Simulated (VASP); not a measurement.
# Zr (Im-3m) in VASP: settings compared, part 2 of 2

VASP 6.6.1. Earlier steps stand in the parts before.

### Step 3. Single point, PBEsol+U

INCAR reads:

```
PREC = Accurate
ENCUT = 500
EDIFF = 1E-6
ISMEAR = 1
SIGMA = 0.15
LREAL = False
LASPH = True
NELM = 200
ALGO = Normal
ISIF = 2
LWAVE = False
LCHARG = True
LMAXMIX = 4
LDAU = True
LDAUTYPE = 2
LDAUL = 2
LDAUU = 6.2
LDAUJ = 0
LDAUPRINT = 1
GGA = PS
LELF = True
LVHAR = True
NBANDS = 12
GGA_COMPAT = False
```

KPOINTS reads:

```
Automatic mesh
0
Gamma
  10 10 10
```

POSCAR reads:

```
Zr
1.0
   -1.8100000000      1.8100000000      1.8100000000
    1.8100000000     -1.8100000000      1.8100000000
    1.8100000000      1.8100000000     -1.8100000000
Zr
1
Direct
    0.0000000000      0.0000000000      0.0000000000
```

Potentials or basis: VASP PAW PBE potentials, release 64 (Zr_sv).

Command:

```sh
$ cat potpaw_PBE.64/Zr_sv/POTCAR > POTCAR
$ mpirun -np 1 vasp_std > vasp.out
```

OUTCAR:

```text
PREC = Accurate
   ENCUT = 500
   EDIFF = 1E-6
   ISMEAR = 1
   LREAL = False
   LASPH = True
   NELM = 200
   ISIF = 2
   GGA = PS

 ion  position               nearest neighbor table
   1  0.000  0.000  0.000-

  LATTYP: Found a body centered cubic cell.
 ALAT       =     3.6200000000

  Lattice vectors:

 A1 = (  -1.8100000000,   1.8100000000,   1.8100000000)
 A2 = (   1.8100000000,  -1.8100000000,   1.8100000000)
 A3 = (   1.8100000000,   1.8100000000,  -1.8100000000)

Analysis of symmetry for initial positions (statically):
=====================================================================
 Subroutine PRICEL returns:
 Original cell was already a primitive cell.

 Routine SETGRP: Setting up the symmetry group for a
 body centered cubic supercell.

 Subroutine GETGRP returns: Found 48 space group operations
 (whereof 48 operations were pure point group operations)
 out of a pool of 48 trial point group operations.

The static configuration has the point symmetry O_h .

Analysis of symmetry for dynamics (positions and initial velocities):
=====================================================================
 Subroutine PRICEL returns:
 Original cell was already a primitive cell.

 Routine SETGRP: Setting up the symmetry group for a
 body centered cubic supercell.

 Subroutine GETGRP returns: Found 48 space group operations
 (whereof 48 operations were pure point group operations)
 out of a pool of 48 trial point group operations.

The dynamic configuration has the point symmetry O_h .

 Subroutine INISYM returns: Found 48 space group operations
 (whereof 48 operations are pure point group operations),
 and found     1 'primitive' translations

----------------------------------------------------------------------------------------

                                     Primitive cell

  volume of cell :      23.7190

  direct lattice vectors                    reciprocal lattice vectors
    -1.810000000  1.810000000  1.810000000     0.000000000  0.276243094  0.276243094
     1.810000000 -1.810000000  1.810000000     0.276243094  0.000000000  0.276243094
     1.810000000  1.810000000 -1.810000000     0.276243094  0.276243094  0.000000000

  length of vectors
     3.135011962  3.135011962  3.135011962     0.390666730  0.390666730  0.390666730

  position of ions in fractional coordinates (direct lattice)
     0.000000000  0.000000000  0.000000000

  ion indices of the primitive-cell ions
   primitive index   ion index
                 1           1

----------------------------------------------------------------------------------------

 KPOINTS: Automatic mesh

Automatic generation of k-mesh.
[... 88 lines left out ...]
  Fermi-wavevector in a.u.,A,eV,Ry     =   1.304478  2.465105 23.152520  1.701662
  Thomas-Fermi vector in A             =   2.435411
   LORBIT       =      0    0 simple, 1 ext, 2 COOP (PROOUT), +10 PAW based schemes
 LDA+U is selected, type is set to LDAUTYPE =  2
   angular momentum for each species LDAUL =     2
   U (eV)           for each species LDAUU =   6.2
   J (eV)           for each species LDAUJ =   0.0
   GGA     = PS    functional components
   LHFCALC =     F    Hartree Fock is set to
   AEXX    =    0.0000 exact exchange contribution
   IVDW    =     0    specifies the selected vdW correction
   LEPSILON=     F    determine dielectric tensor
   LRPA    =     F    only Hartree local field effects (RPA)
 non-spin polarized calculation
 Methfessel and Paxton  Order N= 1 SIGMA  =   0.15
  energy-cutoff  :      500.00
  volume of cell :       23.72
 maximum number of plane-waves:       618
   NGX = 11   NGY = 11   NGZ = 11

atom =   1  type =  1  l = 2

 onsite density matrix

spin component  1

  0.1285 -0.0000 -0.0000 -0.0000 -0.0000
 -0.0000  0.1285 -0.0000  0.0000 -0.0000
 -0.0000 -0.0000  0.1381  0.0000  0.0000
 -0.0000  0.0000  0.0000  0.1285  0.0000
 -0.0000 -0.0000  0.0000  0.0000  0.1381

spin component  2

  0.1285 -0.0000 -0.0000 -0.0000 -0.0000
 -0.0000  0.1285 -0.0000  0.0000 -0.0000
 -0.0000 -0.0000  0.1381  0.0000  0.0000
 -0.0000  0.0000  0.0000  0.1285  0.0000
 -0.0000 -0.0000  0.0000  0.0000  0.1381

 occupancies and eigenvectors

  o =  0.1285  v =  0.0000  0.9980 -0.0000  0.0631 -0.0000  0.0000  0.0000  0.0000  0.0000  0.0000      0.0000  0.0000  0.0000  0.0000  0.0000  0.0000  0.0000  0.0000  0.0000  0.0000
  o =  0.1285  v =  0.0000  0.0000  0.0000  0.0000  0.0000  0.0000  0.9980 -0.0000  0.0631 -0.0000      0.0000  0.0000  0.0000  0.0000  0.0000  0.0000  0.0000  0.0000  0.0000  0.0000
  o =  0.1285  v =  0.0000 -0.0631 -0.0000  0.9980  0.0000  0.0000  0.0000  0.0000  0.0000  0.0000      0.0000  0.0000  0.0000  0.0000  0.0000  0.0000  0.0000  0.0000  0.0000  0.0000
  o =  0.1285  v =  0.0000  0.0000  0.0000  0.0000  0.0000  0.0000 -0.0631 -0.0000  0.9980  0.0000      0.0000  0.0000  0.0000  0.0000  0.0000  0.0000  0.0000  0.0000  0.0000  0.0000
  o =  0.1285  v =  0.0000  0.0000  0.0000  0.0000  0.0000  1.0000  0.0000  0.0000  0.0000  0.0000      0.0000  0.0000  0.0000  0.0000  0.0000  0.0000  0.0000  0.0000  0.0000  0.0000
  o =  0.1285  v =  1.0000  0.0000  0.0000  0.0000  0.0000  0.0000  0.0000  0.0000  0.0000  0.0000      0.0000  0.0000  0.0000  0.0000  0.0000  0.0000  0.0000  0.0000  0.0000  0.0000
  o =  0.1381  v =  0.0000  0.0000  0.0000  0.0000  0.0000  0.0000  0.0000  1.0000  0.0000  0.0018      0.0000  0.0000  0.0000  0.0000  0.0000  0.0000  0.0000  0.0000  0.0000  0.0000
  o =  0.1381  v =  0.0000  0.0000  1.0000  0.0000  0.0018  0.0000  0.0000  0.0000  0.0000  0.0000      0.0000  0.0000  0.0000  0.0000  0.0000  0.0000  0.0000  0.0000  0.0000  0.0000
  o =  0.1381  v =  0.0000 -0.0000  0.0018  0.0000 -1.0000  0.0000  0.0000  0.0000  0.0000  0.0000      0.0000  0.0000  0.0000  0.0000  0.0000  0.0000  0.0000  0.0000  0.0000  0.0000
  o =  0.1381  v =  0.0000  0.0000  0.0000  0.0000  0.0000  0.0000 -0.0000  0.0018  0.0000 -1.0000      0.0000  0.0000  0.0000  0.0000  0.0000  0.0000  0.0000  0.0000  0.0000  0.0000

 number of electron      12.0000000 magnetization

 Free energy of the ion-electron system (eV)
  ---------------------------------------------------
  ext. energy  EPLUGINS =         0.00000000
  ---------------------------------------------------
  free energy    TOTEN  =        -4.99753389 eV

  energy without entropy =       -4.99837266  energy(sigma->0) =       -4.99781348

 E-fermi :   9.2690     XC(G=0): -11.1913

 val. band max:        9.2523916673   @ k =  -0.4000   0.4000   0.1000
 cond. band min:       9.2817077781   @ k =   0.3000   0.2000   0.0000
 fundamental gap:      0.0293161108
 Fermi energy:         9.2689899062

 k-point     1 :       0.0000    0.0000    0.0000
  band No.  band energies     occupation
      1     -40.7463      2.00000
      2     -18.2508      2.00000
      3     -18.2508      2.00000
      4     -18.2508      2.00000
      5       3.0015      2.00000
      6      10.9194     -0.00000
      7      10.9194     -0.00000
      8      10.9194     -0.00000
      9      13.3581      0.00000
     10      13.3581      0.00000
     11      20.7346      0.00000
     12      20.7346      0.00000
[... 331 lines left out ...]
 k-point    24 :      -0.3000    0.3000    0.1000
  band No.  band energies     occupation
      1     -40.6477      2.00000
      2     -18.8235      2.00000
      3     -18.4669      2.00000
      4     -18.3193      2.00000
      5       5.6349      2.00000
      6       9.4703     -0.06731
      7       9.8427     -0.00000
      8      12.1026     -0.00000
      9      13.4538      0.00000
     10      14.1141      0.00000
     11      20.2904      0.00000
     12      22.2715      0.00000

 [... further k-points ...]

------------------------ aborting loop because EDIFF is reached ----------------------------------------

  FORCE on cell =-STRESS in cart. coord.  units (eV):
  Direction    XX          YY          ZZ          XY          YZ          ZX
  --------------------------------------------------------------------------------------
  -------------------------------------------------------------------------------------
  Total        1.6361820      1.6361820      1.6361820      0.0000000      0.0000000      0.0000000
  in kB      110.5214256    110.5214256    110.5214256      0.0000000      0.0000000      0.0000000
  external PRESSURE =     110.5214256 kB  Pullay stress =       0.0000000 kB

 VOLUME and BASIS-vectors are now :
 -----------------------------------------------------------------------------
  energy-cutoff  :      500.00
  volume of cell :       23.72
      direct lattice vectors                 reciprocal lattice vectors
    -1.810000000  1.810000000  1.810000000     0.000000000  0.276243094  0.276243094
     1.810000000 -1.810000000  1.810000000     0.276243094  0.000000000  0.276243094
     1.810000000  1.810000000 -1.810000000     0.276243094  0.276243094  0.000000000

 POSITION                                       TOTAL-FORCE (eV/Angst)
 -----------------------------------------------------------------------------------
      0.00000      0.00000      0.00000         0.000000     -0.000000      0.000000
 -----------------------------------------------------------------------------------
    total drift:                                0.000000      0.000000      0.000000

  FREE ENERGIE OF THE ION-ELECTRON SYSTEM (eV)
  ---------------------------------------------------
  free  energy   TOTEN  =        -4.9975338888 eV

  energy  without entropy=       -4.9983726606  energy(sigma->0) =       -4.99781348
```

OSZICAR:

```text
N       E                     dE             d eps       ncg     rms          rms(c)
DAV:   1     0.870005324329E+02    0.87001E+02   -0.66598E+03  1128   0.962E+02
DAV:   2    -0.261353911261E+01   -0.89614E+02   -0.87300E+02  1300   0.265E+02
DAV:   3    -0.554990413671E+01   -0.29364E+01   -0.28846E+01  1680   0.407E+01
DAV:   4    -0.562857711642E+01   -0.78673E-01   -0.78617E-01  1352   0.601E+00
DAV:   5    -0.562995227544E+01   -0.13752E-02   -0.13751E-02  1580   0.638E-01    0.830E+00
DAV:   6    -0.512503174379E+01    0.50492E+00   -0.58019E-01  1224   0.745E+00    0.315E+00
DAV:   7    -0.499466459665E+01    0.13037E+00   -0.39739E-01  1360   0.579E+00    0.126E+00
DAV:   8    -0.499743074205E+01   -0.27661E-02   -0.26389E-02  1320   0.179E+00    0.107E-01
DAV:   9    -0.499753508095E+01   -0.10434E-03   -0.12618E-03  1608   0.317E-01    0.345E-02
DAV:  10    -0.499753602904E+01   -0.94808E-06   -0.52303E-05  1332   0.722E-02    0.239E-02
DAV:  11    -0.499753351626E+01    0.25128E-05   -0.48689E-06  1424   0.206E-02    0.685E-03
DAV:  12    -0.499753388882E+01   -0.37256E-06   -0.33926E-07   728   0.703E-03
   1 F= -.49975339E+01 E0= -.49978135E+01  d E =0.838772E-03
```

Wall time 4.3 s (1 thread of Intel Xeon 6975P-C (Granite Rapids), shared host); peak memory 0.14 GiB.

Results:

```yaml
Free_energy: -4.9975 eV
Pressure: 11.1 GPa
Band_gap_on_the_k_mesh: zero (bands 6 and 7 overlap by 2.30 eV)
```

Eigenvalues of the final occupation matrices:
```tsv
site	spin	trace	eigenvalues
site 1 d	1	0.66	0.13 0.13 0.13 0.14 0.14
site 1 d	2	0.66	0.13 0.13 0.13 0.14 0.14
```

Caveat: the cell stands under pressure; the PAW data sets were made with another functional, which shifts forces and pressure a little; U without spin polarisation on a metal has little footing; the U is typed as a test and isn't derived for this compound.
